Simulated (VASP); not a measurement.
Here is a VASP 6.6.1 calculation.

File INCAR:

```
SYSTEM = Cd
PREC = Accurate ; ENCUT = 520
EDIFF = 1E-7 ; ISMEAR = 0
SIGMA = 0.15 ; LREAL = .False.
LASPH = .True. ; NELM = 80
ALGO = Fast ; ISIF = 2
LWAVE = .False. ; LCHARG = .True.
GGA = PS ; LELF = .True.
LVHAR = .True. ; NBANDS = 12
```

The input KPOINTS:

```
regular mesh
0
Gamma
  18 18 18
  0 0 0
```

The input POSCAR:

```
Cd
1.0
    0.0000000000      2.2846942425      2.1848775037
    2.2846942425      0.0000000000      2.1848775037
    2.2846942425      2.2846942425      0.0000000000
Cd
1
Direct
    0.0000000000      0.0000000000      0.0000000000
```

Potentials or basis: VASP PAW PBE potentials, release 64 (Cd).

The run is started by

```sh
$ cat potpaw_PBE.64/Cd/POTCAR > POTCAR
$ mpirun -np 1 vasp_std > vasp.out
```

Question: What does it give for the pressure?

Answer: -3.6 GPa.

Question: Predict the band gap on the k mesh.

Answer: Zero (bands 6 and 7 overlap by 3.24 eV).

Stress tensor (GPa, compression positive):
```
-3.91  0.00  0.00
 0.00 -3.91  0.00
 0.00  0.00 -2.94
```

Caveat: the cell differs from its parent crystal (strain +0.030 along x and y, -0.015 along z); the cell stands under tension; the PAW data sets were made with another functional, which shifts forces and pressure a little.
